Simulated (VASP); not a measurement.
CuO (Tenorite), 4 atoms in the cell. Symmetry: Cc, No. 9, monoclinic system. Conventional cell: a = 4.626 Å, b = 3.380 Å, c = 5.063 Å, α = 90.00°, β = 99.65°, γ = 90.00°. Within 2.5 Å of Cu (site symmetry 1) lie 4 O at 1.88 to 1.99 Å. Within 2.5 Å of O (site symmetry 1) lie 4 Cu at 1.88 to 1.99 Å. 

| Quantity | Value |
| --- | --- |
| Program | VASP 6.6.1 |
| Task | single point |
| Functional | LDA |
| Potentials or basis | VASP PAW LDA potentials, release 64 (Cu_sv_GW, O) |
| Cutoff | 700 eV |
| k mesh | 10 × 10 × 5 |
| Occupations | fermi-dirac, width 0.05 eV |
| Spin | no spin polarisation |
| Dipole correction | no |
| Second run | valence_matched |
| Further INCAR settings | ALGO = Normal; EDIFF = 1e-06; NBANDS = 33 |

Potentials or basis: VASP PAW LDA potentials, release 64 (Cu_sv_GW, O).

Command:

```bash
$ cat potpaw_LDA.64/Cu_sv_GW/POTCAR potpaw_LDA.64/O/POTCAR > POTCAR
$ mpirun -np 1 vasp_std > vasp.out
```

Hardware: 1 thread of Intel(R) Xeon(R) 6975P-C (Granite Rapids), with other jobs on the host.

Problem. Estimate the wall time of this run.

Solution. Wall time 2.6 min on 1 thread of Intel(R) Xeon(R) 6975P-C (Granite Rapids), on a shared host, peak memory 0.36 GiB. Counts: scf iterations 14, k points 141.
